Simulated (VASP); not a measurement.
# Zn (Im-3m) in VASP: single point with PBE

Aim: the single point of Zn with PBE.

Program: VASP 6.6.1. These are calculated values, not measurements. Logs are shortened: lines on timing, memory, paths and dates and some standing lists are left out, and cuts for length are marked.

### 1 The cell of the first run

Symmetry: Im-3m, No. 229, cubic system. Conventional cell: a = 3.123 Å, b = 3.123 Å, c = 3.123 Å, α = 90.00°, β = 90.00°, γ = 90.00°. Within 3.6 Å of Zn (site symmetry m-3m) lie 14 Zn at 2.70 to 3.12 Å.

### 2 Single point, PBE

File INCAR:

```
SYSTEM = Zn
PREC = Accurate
ENCUT = 520
EDIFF = 1E-6
ISMEAR = -1
SIGMA = 0.13605693000000002
LREAL = .False.
LASPH = .True.
NELM = 60
ALGO = Normal
ISIF = 2
LWAVE = .False.
LCHARG = .False.
GGA = PE
NBANDS = 12
```

File KPOINTS:

```
Automatic mesh
0
Gamma
  15 15 15
  0 0 0
```

File POSCAR:

```
Zn
1.0
   -1.5614825376      1.5614825376      1.5614825376
    1.5614825376     -1.5614825376      1.5614825376
    1.5614825376      1.5614825376     -1.5614825376
Zn
1
Direct
    0.0000000000      0.0000000000      0.0000000000
```

Potentials or basis: VASP PAW PBE potentials, release 64 (Zn).

Run with:

```bash
$ cat potpaw_PBE.64/Zn/POTCAR > POTCAR
$ mpirun -np 1 vasp_std > vasp.out
```

OUTCAR:

```text
SYSTEM = Zn
   PREC = Accurate
   ENCUT = 520
   EDIFF = 1E-6
   ISMEAR = -1
   LREAL = .False.
   LASPH = .True.
   NELM = 60
   ISIF = 2
   GGA = PE

 ion  position               nearest neighbor table
   1  0.000  0.000  0.000-

  LATTYP: Found a body centered cubic cell.
 ALAT       =     3.1229650752

  Lattice vectors:

 A1 = (  -1.5614825376,   1.5614825376,   1.5614825376)
 A2 = (   1.5614825376,  -1.5614825376,   1.5614825376)
 A3 = (   1.5614825376,   1.5614825376,  -1.5614825376)

Analysis of symmetry for initial positions (statically):
=====================================================================
 Subroutine PRICEL returns:
 Original cell was already a primitive cell.

 Routine SETGRP: Setting up the symmetry group for a
 body centered cubic supercell.

 Subroutine GETGRP returns: Found 48 space group operations
[... 9 lines left out ...]

 Routine SETGRP: Setting up the symmetry group for a
 body centered cubic supercell.

 Subroutine GETGRP returns: Found 48 space group operations
[... 11 lines left out ...]
                                     Primitive cell

  volume of cell :      15.2290

  direct lattice vectors                    reciprocal lattice vectors
    -1.561482538  1.561482538  1.561482538     0.000000000  0.320208512  0.320208512
     1.561482538 -1.561482538  1.561482538     0.320208512  0.000000000  0.320208512
     1.561482538  1.561482538 -1.561482538     0.320208512  0.320208512  0.000000000

  length of vectors
     2.704567090  2.704567090  2.704567090     0.452843221  0.452843221  0.452843221

  position of ions in fractional coordinates (direct lattice)
     0.000000000  0.000000000  0.000000000

  ion indices of the primitive-cell ions
   primitive index   ion index
                 1           1

----------------------------------------------------------------------------------------

 KPOINTS: Automatic mesh

Automatic generation of k-mesh.
 Grid dimensions read from file:
 generate k-points for:   15   15   15

 Generating k-lattice:

  Cartesian coordinates                     Fractional coordinates (reciprocal lattice)
     0.000000000  0.021347234  0.021347234     0.066666667  0.000000000  0.000000000
     0.021347234  0.000000000  0.021347234     0.000000000  0.066666667  0.000000000
     0.021347234  0.021347234  0.000000000     0.000000000  0.000000000  0.066666667

  Length of vectors
     0.030189548  0.030189548  0.030189548

  Shift w.r.t. Gamma in fractional coordinates (k-lattice)
     0.000000000  0.000000000  0.000000000

 Subroutine IBZKPT returns following result:
 ===========================================

 Found    120 irreducible k-points:

 Following reciprocal coordinates:
            Coordinates               Weight
  0.000000  0.000000  0.000000      1.000000
  0.066667  0.000000  0.000000     12.000000
  0.133333  0.000000  0.000000     12.000000
  0.200000  0.000000  0.000000     12.000000
  0.266667  0.000000  0.000000     12.000000
  0.333333  0.000000  0.000000     12.000000
[... 16 lines left out ...]
  0.333333  0.200000  0.000000     48.000000
  0.400000  0.200000  0.000000     24.000000
 [... further k-points ...]
   k-points           NKPTS =    120   k-points in BZ     NKDIM =    120   number of bands    NBANDS=     12
   number of dos      NEDOS =    301   number of ions     NIONS =      1
   total plane-waves  NPLWV =   8000
   dimension x,y,z NGX =    20 NGY =   20 NGZ =   20
   dimension x,y,z NGXF=    40 NGYF=   40 NGZF=   40
   ions per type =               1
   NGX,Y,Z   is equivalent  to a cutoff of  12.29, 12.29, 12.29 a.u.
   NGXF,Y,Z  is equivalent  to a cutoff of  24.59, 24.59, 24.59 a.u.
 SYSTEM =  Zn
   PREC   = accura    normal or accurate (medium, high low for compatibility)
   ISTART =      0    job   : 0-new  1-cont  2-samecut
   ICHARG =      2    charge: 1-file 2-atom 10-const
   ISPIN  =      1    spin polarized calculation?
   LNONCOLLINEAR =      F non collinear calculations
   LSORBIT =      F    spin-orbit coupling
   LASPH  =      T    aspherical Exc in radial PAW
   ENCUT  =  520.0 eV  38.22 Ry    6.18 a.u.   5.03  5.03  5.03*2*pi/ulx,y,z
   NELM   =     60;   NELMIN=  2; NELMDL= -5     # of ELM steps
   EDIFF  = 0.1E-05   stopping-criterion for ELM
   LREAL  =      F    real-space projection
   EDIFFG = 0.1E-04   stopping-criterion for IOM
   NSW    =      0    number of steps for IOM
   IBRION =     -1    ionic relax: 0-MD 1-quasi-New 2-CG
   NFREE  =      0    steps in history (QN), initial steepest desc. (CG)
   ISIF   =      2    stress and relaxation
   ISYM   =      2    0-nonsym 1-usesym 2-fastsym
   POTIM  = 0.5000    time-step for ionic-motion
   TEBEG  =    0.0;   TEEND  =   0.0 temperature during run
   PSTRESS=    0.0 pullay stress
   NELECT =      12.0000    total number of electrons
   NUPDOWN=      -1.0000    fix difference up-down
   EMIN   =  10.00;   EMAX   =-10.00  energy-range for DOS
   EFERMI =   0.00;   METHOD = LEGACY
   ISMEAR =    -1;   SIGMA  =   0.14  broadening in eV -4-tet -1-fermi 0-gaus
   EFERMI_NEDOS =   21; number of points for ismear=-14 and -15
   IALGO  =     38    algorithm
   IMIX   =      4    mixing-type and parameters
     AMIX     =   0.40;   BMIX     =  1.00
     AMIX_MAG =   1.60;   BMIX_MAG =  1.00
  volume/ion in A,a.u.               =      15.23       102.77
  Fermi-wavevector in a.u.,A,eV,Ry     =   1.512092  2.857439 31.108649  2.286421
  Thomas-Fermi vector in A             =   2.622062
   LORBIT       =      0    0 simple, 1 ext, 2 COOP (PROOUT), +10 PAW based schemes
   GGA     = PE    functional components
   LHFCALC =     F    Hartree Fock is set to
   AEXX    =    0.0000 exact exchange contribution
   IVDW    =     0    specifies the selected vdW correction
   LEPSILON=     F    determine dielectric tensor
   LRPA    =     F    only Hartree local field effects (RPA)
 non-spin polarized calculation
  energy-cutoff  :      520.00
  volume of cell :       15.23
 maximum number of plane-waves:       423
   NGX =  9   NGY =  9   NGZ =  9

 number of electron      12.0000024 magnetization

 Free energy of the ion-electron system (eV)
  ---------------------------------------------------
  ext. energy  EPLUGINS =         0.00000000
  ---------------------------------------------------
  free energy    TOTEN  =        -1.03169421 eV

  energy without entropy =       -1.01231485  energy(sigma->0) =       -1.02200453

 E-fermi :   3.2167     XC(G=0): -11.5594

 val. band max:        3.1130012586   @ k =   0.4000   0.1333   0.0000
 cond. band min:       3.2168751857   @ k =  -0.4667   0.4667   0.1333
 fundamental gap:      0.1038739271
 Fermi energy:         3.2166677479

 k-point     1 :       0.0000    0.0000    0.0000
  band No.  band energies     occupation
      1      -7.2616      2.00000
      2      -4.6041      2.00000
      3      -4.6041      2.00000
      4      -4.6041      2.00000
      5      -4.0947      2.00000
      6      -4.0947      2.00000
      7      22.3946      0.00000
      8      22.3946      0.00000
      9      22.3946      0.00000
     10      24.0311      0.00000
     11      24.0311      0.00000
     12      24.0311      0.00000

 k-point     2 :       0.0667    0.0000    0.0000
  band No.  band energies     occupation
      1      -7.1200      2.00000
      2      -4.6175      2.00000
      3      -4.6009      2.00000
      4      -4.5705      2.00000
      5      -4.1075      2.00000
      6      -4.0939      2.00000
      7      20.3986      0.00000
      8      21.3634      0.00000
      9      21.7490      0.00000
     10      22.9368      0.00000
     11      23.0335      0.00000
     12      23.7868      0.00000

 k-point     3 :       0.1333    0.0000    0.0000
  band No.  band energies     occupation
      1      -6.7049      2.00000
      2      -4.6554      2.00000
      3      -4.5883      2.00000
      4      -4.4741      2.00000
      5      -4.1365      2.00000
      6      -4.0913      2.00000
      7      17.0110      0.00000
      8      19.7032      0.00000
      9      20.3545      0.00000
     10      21.7572      0.00000
     11      22.1465      0.00000
     12      24.1035      0.00000

 k-point     4 :       0.2000    0.0000    0.0000
  band No.  band energies     occupation
      1      -6.0687      2.00000
      2      -4.7111      2.00000
      3      -4.5285      2.00000
      4      -4.3284      2.00000
      5      -4.1607      2.00000
      6      -4.0867      2.00000
      7      13.6818      0.00000
      8      18.1381      0.00000
      9      18.9777      0.00000
     10      20.6821      0.00000
     11      21.4433      0.00000
     12      24.8591      0.00000

 k-point     5 :       0.2667    0.0000    0.0000
  band No.  band energies     occupation
      1      -5.4557      2.00000
      2      -4.7747      2.00000
      3      -4.1943      2.00000
      4      -4.1550      2.00000
      5      -4.1548      2.00000
      6      -4.0802      2.00000
      7      10.5470      0.00000
      8      16.7985      0.00000
      9      17.8127      0.00000
     10      19.8348      0.00000
     11      20.8773      0.00000
     12      25.9418      0.00000
[... 228 lines left out ...]
      1      -5.0122      2.00000
      2      -4.7259      2.00000
      3      -4.5081      2.00000
      4      -4.1892      2.00000
      5      -4.0383      2.00000
      6      -2.6727      2.00000
      7       9.7307      0.00000
      8      10.1263      0.00000
      9      15.7559      0.00000
     10      22.3380      0.00000
     11      23.1384      0.00000
     12      27.7408      0.00000

 k-point    22 :       0.2667    0.2000    0.0000
  band No.  band energies     occupation
      1      -4.9982      2.00000
      2      -4.7691      2.00000
      3      -4.3861      2.00000
      4      -4.1627      2.00000
      5      -4.0075      2.00000
      6      -1.3334      2.00000
      7       7.1579      0.00000
      8       9.2170      0.00000
      9      15.0902      0.00000
     10      22.1303      0.00000
     11      24.0813      0.00000
     12      28.0430      0.00000

 k-point    23 :       0.3333    0.2000    0.0000
  band No.  band energies     occupation
      1      -5.0220      2.00000
      2      -4.8023      2.00000
      3      -4.3180      2.00000
      4      -4.1317      2.00000
      5      -3.9727      2.00000
      6       0.3262      2.00000
      7       4.6760      0.00004
      8       8.7608      0.00000
      9      14.6801      0.00000
     10      21.8592      0.00000
     11      25.5058      0.00000
     12      27.7524      0.00000

 k-point    24 :       0.4000    0.2000    0.0000
  band No.  band energies     occupation
      1      -5.0344      2.00000
      2      -4.8130      2.00000
      3      -4.2996      2.00000
      4      -4.1201      2.00000
      5      -3.9550      2.00000
      6       1.8786      1.99989
      7       2.8503      1.87323
      8       8.6083      0.00000
      9      14.5417      0.00000
     10      21.7632      0.00000
     11      26.9788      0.00000
     12      27.0360      0.00000

 [... further k-points ...]
[... 5 lines left out ...]
  --------------------------------------------------------------------------------------
  -------------------------------------------------------------------------------------
  Total        0.0972628      0.0972628      0.0972628     -0.0000000     -0.0000000      0.0000000
  in kB       10.2325965     10.2325965     10.2325965     -0.0000000     -0.0000000      0.0000000
  external PRESSURE =      10.2325965 kB  Pullay stress =       0.0000000 kB

 VOLUME and BASIS-vectors are now :
 -----------------------------------------------------------------------------
  energy-cutoff  :      520.00
  volume of cell :       15.23
      direct lattice vectors                 reciprocal lattice vectors
    -1.561482538  1.561482538  1.561482538     0.000000000  0.320208512  0.320208512
     1.561482538 -1.561482538  1.561482538     0.320208512  0.000000000  0.320208512
     1.561482538  1.561482538 -1.561482538     0.320208512  0.320208512  0.000000000

 POSITION                                       TOTAL-FORCE (eV/Angst)
 -----------------------------------------------------------------------------------
      0.00000      0.00000      0.00000         0.000000      0.000000     -0.000000
 -----------------------------------------------------------------------------------
    total drift:                                0.000000     -0.000000      0.000000

  FREE ENERGIE OF THE ION-ELECTRON SYSTEM (eV)
  ---------------------------------------------------
  free  energy   TOTEN  =        -1.0316942108 eV

  energy  without entropy=       -1.0123148520  energy(sigma->0) =       -1.02200453
```

Run time: 5.9 s. Hardware: 1 thread of Intel Xeon 6975P-C (Granite Rapids), shared host; peak memory 0.13 GiB.

What came out:

```yaml
Free_energy: -1.0317 eV
Pressure: 1.0 GPa
Band_gap_on_the_k_mesh: zero (band 6 reaches 6.69 eV, above the bottom of band 7 at 2.29 eV)
```
